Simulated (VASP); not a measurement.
# TiSb (P6_3/mmc) in VASP: notebook, part 2 of 2

VASP 6.6.1. Earlier steps stand in the parts before.

**5. Single point, LDA (zz strain of +2 %)**

INCAR

```
PREC = Accurate
ENCUT = 520
EDIFF = 1E-6
ISMEAR = -1
SIGMA = 0.03
LREAL = F
LASPH = T
NELM = 60
ALGO = Normal
ISIF = 2
LWAVE = F
LCHARG = T
LELF = T
LVHAR = T
NBANDS = 25
```

KPOINTS

```
regular mesh
0
Gamma
  12 12 7
```

POSCAR

```
TiSb
1.0
    4.1032991169      0.0000000000      0.0000000000
   -2.0516495585      3.5535612746      0.0000000000
    0.0000000000      0.0000000000      6.4092720000
Ti Sb
2 2
Direct
    0.0000000000      0.0000000000      0.0000000000
    0.0000000000      0.0000000000      0.5000000000
    0.3333333333      0.6666666667      0.2500000000
    0.6666666667      0.3333333333      0.7500000000
```

Potentials or basis: VASP PAW LDA potentials, release 64 (Ti_sv, Sb).

Run with:

```console
cat potpaw_LDA.64/Ti_sv/POTCAR potpaw_LDA.64/Sb/POTCAR > POTCAR
mpirun -np 1 vasp_std > vasp.out
```

OUTCAR:

```text
PREC = Accurate
   ENCUT = 520
   EDIFF = 1E-6
   ISMEAR = -1
   LREAL = F
   LASPH = T
   NELM = 60
   ISIF = 2

 ion  position               nearest neighbor table
   1  0.000  0.000  0.000-   3 2.86   4 2.86   4 2.86   3 2.86   4 2.86   3 2.86
   2  0.000  0.000  0.500-   3 2.86   4 2.86   4 2.86   3 2.86   4 2.86   3 2.86
   3  0.333  0.667  0.250-   1 2.86   2 2.86   1 2.86   2 2.86   1 2.86   2 2.86
   4  0.667  0.333  0.750-   1 2.86   2 2.86   1 2.86   2 2.86   1 2.86   2 2.86

  LATTYP: Found a hexagonal cell.
 ALAT       =     4.1032991169
 C/A-ratio  =     1.5619802060

  Lattice vectors:

 A1 = (   4.1032991169,   0.0000000000,   0.0000000000)
 A2 = (  -2.0516495585,   3.5535612746,   0.0000000000)
 A3 = (   0.0000000000,   0.0000000000,   6.4092720000)

Analysis of symmetry for initial positions (statically):
=====================================================================
 Subroutine PRICEL returns:
 Original cell was already a primitive cell.

 Routine SETGRP: Setting up the symmetry group for a
 hexagonal supercell.

 Subroutine GETGRP returns: Found 24 space group operations
 (whereof 12 operations were pure point group operations)
 out of a pool of 24 trial point group operations.

The static configuration has the point symmetry D_3d.
 The point group associated with its full space group is D_6h.

Analysis of symmetry for dynamics (positions and initial velocities):
=====================================================================
 Subroutine PRICEL returns:
 Original cell was already a primitive cell.

 Routine SETGRP: Setting up the symmetry group for a
 hexagonal supercell.

 Subroutine GETGRP returns: Found 24 space group operations
 (whereof 12 operations were pure point group operations)
 out of a pool of 24 trial point group operations.

The dynamic configuration has the point symmetry D_3d.
 The point group associated with its full space group is D_6h.

 Subroutine INISYM returns: Found 24 space group operations
 (whereof 12 operations are pure point group operations),
 and found     1 'primitive' translations

----------------------------------------------------------------------------------------

                                     Primitive cell

  volume of cell :      93.4557

  direct lattice vectors                    reciprocal lattice vectors
     4.103299117  0.000000000  0.000000000     0.243706338  0.140703920  0.000000000
    -2.051649558  3.553561275  0.000000000     0.000000000  0.281407839  0.000000000
     0.000000000  0.000000000  6.409272000     0.000000000  0.000000000  0.156023960

  length of vectors
     4.103299117  4.103299117  6.409272000     0.281407839  0.281407839  0.156023960

  position of ions in fractional coordinates (direct lattice)
     0.000000000  0.000000000  0.000000000
     0.000000000  0.000000000  0.500000000
     0.333333333  0.666666667  0.250000000
     0.666666667  0.333333333  0.750000000

  ion indices of the primitive-cell ions
   primitive index   ion index
                 1           1
                 2           2
                 3           3
                 4           4

----------------------------------------------------------------------------------------

 KPOINTS: regular mesh

Automatic generation of k-mesh.
 Grid dimensions read from file:
 generate k-points for:   12   12    7

 Generating k-lattice:

  Cartesian coordinates                     Fractional coordinates (reciprocal lattice)
     0.020308861  0.011725327  0.000000000     0.083333333 -0.000000000  0.000000000
     0.000000000  0.023450653  0.000000000     0.000000000  0.083333333  0.000000000
     0.000000000  0.000000000  0.022289137     0.000000000  0.000000000  0.142857143

  Length of vectors
     0.023450653  0.023450653  0.022289137

  Shift w.r.t. Gamma in fractional coordinates (k-lattice)
     0.000000000  0.000000000  0.000000000

 Subroutine IBZKPT returns following result:
 ===========================================

 Found     76 irreducible k-points:

 Following reciprocal coordinates:
            Coordinates               Weight
  0.000000  0.000000  0.000000      1.000000
  0.083333  0.000000  0.000000      6.000000
  0.166667  0.000000  0.000000      6.000000
  0.250000  0.000000  0.000000      6.000000
  0.333333  0.000000  0.000000      6.000000
  0.416667  0.000000  0.000000      6.000000
[... 16 lines left out ...]
  0.250000  0.000000  0.142857     12.000000
  0.333333  0.000000  0.142857     12.000000
 [... further k-points ...]
   k-points           NKPTS =     76   k-points in BZ     NKDIM =     76   number of bands    NBANDS=     25
   number of dos      NEDOS =    301   number of ions     NIONS =      4
   total plane-waves  NPLWV =  49152
   dimension x,y,z NGX =    32 NGY =   32 NGZ =   48
   dimension x,y,z NGXF=    64 NGYF=   64 NGZF=   96
   ions per type =               2   2
   NGX,Y,Z   is equivalent  to a cutoff of  12.96, 12.96, 12.45 a.u.
   NGXF,Y,Z  is equivalent  to a cutoff of  25.93, 25.93, 24.90 a.u.
 SYSTEM =  unknown system
   PREC   = accura    normal or accurate (medium, high low for compatibility)
   ISTART =      0    job   : 0-new  1-cont  2-samecut
   ICHARG =      2    charge: 1-file 2-atom 10-const
   ISPIN  =      1    spin polarized calculation?
   LNONCOLLINEAR =      F non collinear calculations
   LSORBIT =      F    spin-orbit coupling
   LASPH  =      T    aspherical Exc in radial PAW
   ENCUT  =  520.0 eV  38.22 Ry    6.18 a.u.   7.63  7.63 11.92*2*pi/ulx,y,z
   NELM   =     60;   NELMIN=  2; NELMDL= -5     # of ELM steps
   EDIFF  = 0.1E-05   stopping-criterion for ELM
   LREAL  =      F    real-space projection
   EDIFFG = 0.1E-04   stopping-criterion for IOM
   NSW    =      0    number of steps for IOM
   IBRION =     -1    ionic relax: 0-MD 1-quasi-New 2-CG
   NFREE  =      0    steps in history (QN), initial steepest desc. (CG)
   ISIF   =      2    stress and relaxation
   ISYM   =      2    0-nonsym 1-usesym 2-fastsym
   POTIM  = 0.5000    time-step for ionic-motion
   TEBEG  =    0.0;   TEEND  =   0.0 temperature during run
   PSTRESS=    0.0 pullay stress
   NELECT =      34.0000    total number of electrons
   NUPDOWN=      -1.0000    fix difference up-down
   EMIN   =  10.00;   EMAX   =-10.00  energy-range for DOS
   EFERMI =   0.00;   METHOD = LEGACY
   ISMEAR =    -1;   SIGMA  =   0.03  broadening in eV -4-tet -1-fermi 0-gaus
   EFERMI_NEDOS =   21; number of points for ismear=-14 and -15
   IALGO  =     38    algorithm
   IMIX   =      4    mixing-type and parameters
     AMIX     =   0.40;   BMIX     =  1.00
     AMIX_MAG =   1.60;   BMIX_MAG =  1.00
  volume/ion in A,a.u.               =      23.36       157.67
  Fermi-wavevector in a.u.,A,eV,Ry     =   1.168690  2.208503 18.583324  1.365836
  Thomas-Fermi vector in A             =   2.305173
   LORBIT       =      0    0 simple, 1 ext, 2 COOP (PROOUT), +10 PAW based schemes
   GGA     = CA    functional components
   LHFCALC =     F    Hartree Fock is set to
   AEXX    =    0.0000 exact exchange contribution
   IVDW    =     0    specifies the selected vdW correction
   LEPSILON=     F    determine dielectric tensor
   LRPA    =     F    only Hartree local field effects (RPA)
 non-spin polarized calculation
  energy-cutoff  :      520.00
  volume of cell :       93.46
 maximum number of plane-waves:      2544
 NGX is ok and might be reduce to    32
   NGX = 15   NGY = 15   NGZ = 23

 number of electron      33.9999994 magnetization

 Free energy of the ion-electron system (eV)
  ---------------------------------------------------
  ext. energy  EPLUGINS =         0.00000000
  ---------------------------------------------------
  free energy    TOTEN  =       -28.50950095 eV

  energy without entropy =      -28.49585537  energy(sigma->0) =      -28.50267816

 E-fermi :   7.6109     XC(G=0): -10.5786

 val. band max:        7.5811996553   @ k =   0.3333   0.0000   0.4286
 cond. band min:       7.6112829654   @ k =   0.0833   0.0833   0.1429
 fundamental gap:      0.0300833101
 Fermi energy:         7.6109225869

 k-point     1 :       0.0000    0.0000    0.0000
  band No.  band energies     occupation
      1     -49.1769      2.00000
      2     -49.1638      2.00000
      3     -25.8898      2.00000
      4     -25.8898      2.00000
      5     -25.8743      2.00000
      6     -25.8743      2.00000
[... 17 lines left out ...]
     24      10.1083      0.00000
     25      11.3074      0.00000
[... 621 lines left out ...]
      3     -25.9036      2.00000
      4     -25.8927      2.00000
      5     -25.8869      2.00000
      6     -25.8774      2.00000
[... 17 lines left out ...]
     24       9.8531      0.00000
     25      10.9207      0.00000

 [... further k-points ...]
[... 5 lines left out ...]
  --------------------------------------------------------------------------------------
  -------------------------------------------------------------------------------------
  Total       -5.3379868     -5.3379868     -6.2363346      0.0000000      0.0000000      0.0000000
  in kB      -91.5129147    -91.5129147   -106.9139319      0.0000000      0.0000000      0.0000000
  external PRESSURE =     -96.6465871 kB  Pullay stress =       0.0000000 kB

 VOLUME and BASIS-vectors are now :
 -----------------------------------------------------------------------------
  energy-cutoff  :      520.00
  volume of cell :       93.46
      direct lattice vectors                 reciprocal lattice vectors
     4.103299117  0.000000000  0.000000000     0.243706338  0.140703920  0.000000000
    -2.051649558  3.553561275  0.000000000     0.000000000  0.281407839  0.000000000
     0.000000000  0.000000000  6.409272000     0.000000000  0.000000000  0.156023960

 POSITION                                       TOTAL-FORCE (eV/Angst)
 -----------------------------------------------------------------------------------
      0.00000      0.00000      0.00000        -0.000000      0.000000      0.000000
      0.00000      0.00000      3.20464        -0.000000      0.000000      0.000000
     -0.00000      2.36904      1.60232         0.000000     -0.000000     -0.000000
      2.05165      1.18452      4.80695        -0.000000      0.000000     -0.000000
 -----------------------------------------------------------------------------------
    total drift:                                0.000000     -0.000000      0.000000

  FREE ENERGIE OF THE ION-ELECTRON SYSTEM (eV)
  ---------------------------------------------------
  free  energy   TOTEN  =       -28.5095009480 eV

  energy  without entropy=      -28.4958553721  energy(sigma->0) =      -28.50267816
```

Run time: 56 s. Hardware: 1 thread of Intel Xeon 6975P-C (Granite Rapids), shared host; peak memory 0.29 GiB.

What came out:

```
Free energy            : -28.5095 eV
Pressure               : -9.7 GPa
Band gap on the k mesh : zero (bands 17 and 18 overlap by 0.41 eV)
```

Stress tensor (GPa, compression positive):
```
 -9.15   0.00   0.00
  0.00  -9.15   0.00
  0.00   0.00 -10.69
```

Levels at points of the mesh, in eV from the Fermi level:
| k point | band 14 | band 15 | band 16 | band 17 | band 18 | band 19 | band 20 | band 21 |
| --- | --- | --- | --- | --- | --- | --- | --- | --- |
| (0.00, 0.00, 0.00) | -0.99 | -0.23 | -0.23 | -0.03 | -0.03 | 0.96 | 0.96 | 1.11 |
| (0.50, 0.00, 0.00) | -2.60 | -2.26 | -1.36 | -1.17 | 0.58 | 0.60 | 0.68 | 0.69 |

Caveat: the cell differs from its parent crystal (zz strain of +2 %); the cell stands under tension; spin-orbit coupling is left out, which moves the levels of the heavy elements.

**6. Single point, LDA (21.99 Å³/atom)**

This run uses another cell than the first one, of 21.99 Å³/atom.

INCAR

```
SYSTEM = TiSb
PREC = Accurate ; ENCUT = 520
EDIFF = 1E-6 ; ISMEAR = -1
SIGMA = 0.03 ; LREAL = .FALSE.
LASPH = .TRUE. ; NELM = 60
ALGO = Normal ; ISIF = 2
LWAVE = .FALSE. ; LCHARG = .FALSE.
GGA = CA ; NBANDS = 25
```

KPOINTS

```
Automatic mesh
0
G
  12 12 7
  0 0 0
```

POSCAR

```
TiSb
1.0
    4.0478423307      0.0000000000      0.0000000000
   -2.0239211654      3.5055342889      0.0000000000
    0.0000000000      0.0000000000      6.1986760761
Ti Sb
2 2
Direct
    0.0000000000      0.0000000000      0.0000000000
    0.0000000000      0.0000000000      0.5000000000
    0.3333333333      0.6666666667      0.2500000000
    0.6666666667      0.3333333333      0.7500000000
```

Potentials or basis: VASP PAW LDA potentials, release 64 (Ti_sv, Sb).

Run with:

```console
cat potpaw_LDA.64/Ti_sv/POTCAR potpaw_LDA.64/Sb/POTCAR > POTCAR
mpirun -np 1 vasp_std > vasp.out
```

Run time: 2.1 min. Hardware: 1 thread of AMD EPYC 7R43 (Zen 3), shared host; peak memory 0.24 GiB.

It converged, with:

| Property | Result |
| --- | --- |
| Free energy | -28.7746 eV |
| Pressure | -5.2 GPa |
| Band gap on the k mesh | zero (bands 17 and 18 overlap by 0.50 eV) |

Stress tensor (GPa, compression positive):
```
-5.14  0.00  0.00
 0.00 -5.14  0.00
 0.00  0.00 -5.24
```

Levels at points of the mesh, in eV from the Fermi level:
| k point | band 13 | band 14 | band 15 | band 16 | band 17 | band 18 | band 19 | band 20 | band 21 | band 22 |
| --- | --- | --- | --- | --- | --- | --- | --- | --- | --- | --- |
| (0.00, 0.00, 0.00) | -2.57 | -1.09 | -0.30 | -0.30 | -0.02 | -0.02 | 1.05 | 1.05 | 1.27 | 1.27 |
| (0.50, 0.00, 0.00) | -2.85 | -2.70 | -2.40 | -1.47 | -1.30 | 0.60 | 0.69 | 0.75 | 0.77 | 1.29 |

Caveat: the cell stands under tension; spin-orbit coupling is left out, which moves the levels of the heavy elements.

**7. Summary**

| cell | gap on the mesh (eV) | pressure (GPa) |
| --- | --- | --- |
| a = 4.103, b = 4.103, c = 6.158 Å, angles 90.0, 90.0, 120.0°, 4 atoms | none | -6.7 |
| a = 4.103, b = 4.103, c = 6.221 Å, angles 90.0, 90.0, 120.0°, 4 atoms | none | -7.5 |
| a = 4.103, b = 4.103, c = 6.346 Å, angles 90.0, 90.0, 120.0°, 4 atoms | none | -9.0 |
| a = 4.103, b = 4.103, c = 6.409 Å, angles 90.0, 90.0, 120.0°, 4 atoms | none | -9.7 |
| a = 4.048, b = 4.048, c = 6.199 Å, angles 90.0, 90.0, 120.0°, 4 atoms | none | -5.2 |

Alike in all rows: task single point; level LDA; potentials or basis VASP PAW LDA potentials, release 64 (Ti_sv, Sb); no spin polarisation; k mesh 12 × 12 × 7; cutoff (eV) 520; smearing fermi-dirac 0.03 eV.

Caveats: the cell stands under tension; spin-orbit coupling is left out, which moves the levels of the heavy elements.

Total energies depend on the potentials used, so only differences within one code and one set of settings carry meaning.
